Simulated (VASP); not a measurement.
## Si6HO12 (a cell with a defect): single point with PBE

Si6HO12 (a cell with a defect):

```
Si O H
1.0
     7.30055    0.00000    0.00000
    -3.65028    6.32246    0.00000
     0.00000    0.00000    7.00512
Si O H
6 12 1
Direct
  0.51797 0.77569 0.40555
  0.43836 0.21296 0.90373
  0.23783 0.48673 0.75247
  0.77730 0.22924 0.55727
  0.72830 0.51449 0.24039
  0.20072 0.76072 0.08954
  0.60674 0.35181 0.06381
  0.96506 0.67917 0.16998
  0.73562 0.38298 0.42579
  0.59852 0.63075 0.30357
  0.34104 0.33558 0.79015
  0.57684 0.14169 0.73598
  0.21367 0.58918 0.94931
  0.26640 0.97761 0.96838
  0.00344 0.34254 0.65902
  0.36418 0.81411 0.26536
  0.39455 0.68055 0.61001
  0.72135 0.00652 0.46240
  0.50020 0.98469 0.73130
```

- Program: VASP 6.6.1
- Task: single point
- Functional: PBE
- Potentials or basis: VASP PAW PBE potentials, release 64 (Si, O, H)
- Cutoff: 520 eV
- k mesh: 2 × 2 × 2
- Occupations: gaussian, width 0.02 eV
- Spin: no spin polarisation
- Dipole correction: no
- Charge: 1
- Further INCAR settings: LREAL = Auto; ALGO = Normal; EDIFF = 1e-07; NBANDS = 64; NELECT = 96.0

```
Largest force : 0.080 eV/Å
```

Forces in eV/Å, atoms in the order of the input:
```
Si   0.008  0.000 -0.014
Si   0.015  0.005 -0.035
Si  -0.004 -0.030  0.003
Si  -0.003  0.024  0.040
Si  -0.015 -0.002 -0.005
Si  -0.021  0.008  0.005
O   -0.001  0.013  0.019
O    0.012 -0.010 -0.001
O    0.000  0.011 -0.020
O    0.000 -0.001  0.008
O   -0.015  0.016  0.003
O    0.001  0.060 -0.001
O   -0.005  0.012 -0.003
O    0.018 -0.019  0.004
O    0.013  0.016  0.010
O    0.003 -0.009 -0.009
O    0.002  0.005 -0.006
O   -0.010 -0.021  0.003
H    0.003 -0.080 -0.001
```

Levels at points of the mesh, in eV from the Fermi level:
```
           k point  band 44  band 45  band 46  band 47  band 48  band 49  band 50  band 51  band 52  band 53
(0.00, 0.00, 0.00)    -0.66    -0.56    -0.51    -0.38    -0.38     5.22     7.78     8.26     8.44     8.47
(0.50, 0.00, 0.00)    -0.70    -0.63    -0.58    -0.39    -0.19     6.23     6.89     8.13     8.25     8.45
(0.00, 0.50, 0.00)    -0.59    -0.56    -0.39    -0.38    -0.34     6.37     6.75     7.89     8.19     8.31
(0.50, 0.50, 0.00)    -0.75    -0.62    -0.56    -0.33    -0.27     6.27     6.88     7.95     8.25     8.41
(0.00, 0.00, 0.50)    -0.88    -0.66    -0.57    -0.48    -0.24     6.10     6.62     8.38     8.44     8.79
(0.50, 0.00, 0.50)    -0.76    -0.49    -0.36    -0.34    -0.20     6.77     7.25     7.67     7.79     8.34
(0.00, 0.50, 0.50)    -0.64    -0.56    -0.50    -0.33    -0.21     6.80     7.48     7.56     7.62     8.27
(0.50, 0.50, 0.50)    -0.79    -0.47    -0.38    -0.33    -0.23     6.76     7.26     7.75     7.81     8.22
```

Wall time 6.2 min on 1 thread of Intel(R) Xeon(R) Platinum 8259CL CPU @ 2.50GHz (Skylake/Cascade Lake) (shared host), peak memory 0.43 GiB.

Caveat: the k points lie up to 0.50 Å⁻¹ apart; the cell carries a net charge on a neutralising background, which shifts energy and pressure; the cell is charged against a uniform background, so pressure and absolute levels hang on convention.
